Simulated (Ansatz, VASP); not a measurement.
KF: VASP beside Ansatz

```xyz
4
Lattice="4.4561 0.0000 0.0000 -2.2281 3.8591 0.0000 0.0000 0.0000 5.2462" Properties=species:S:1:pos:R:3 pbc="T T T"
K     0.0000    2.5728   -0.3279
K     2.2281    1.2864    2.2952
F     0.0000    2.5728    2.2952
F     2.2281    1.2864    4.9183
```

Alike in both runs: task single point; functional r2SCAN; dispersion rVV10; k mesh 12 × 12 × 6; occupations fermi-dirac, width 0.03 eV; no spin polarisation.

|  | VASP | Ansatz |
| --- | --- | --- |
| version | VASP 6.6.1 | Ansatz 0.2.0 |
| potentials or method | VASP PAW PBE potentials, release 64 (K_sv, F) | plane waves, PAW |
| plane-wave cutoff (eV) | 520 | 500 |
| valence electrons in the cell | 32 | 32 |

```tsv
	VASP	Ansatz	Ansatz less VASP
gap on the k mesh at the Fermi level (eV)	5.84	5.85	+0.009
pressure (GPa)	0.0	0.0	0.00
```

VASP's potentials were made for PBE, not for r2SCAN.
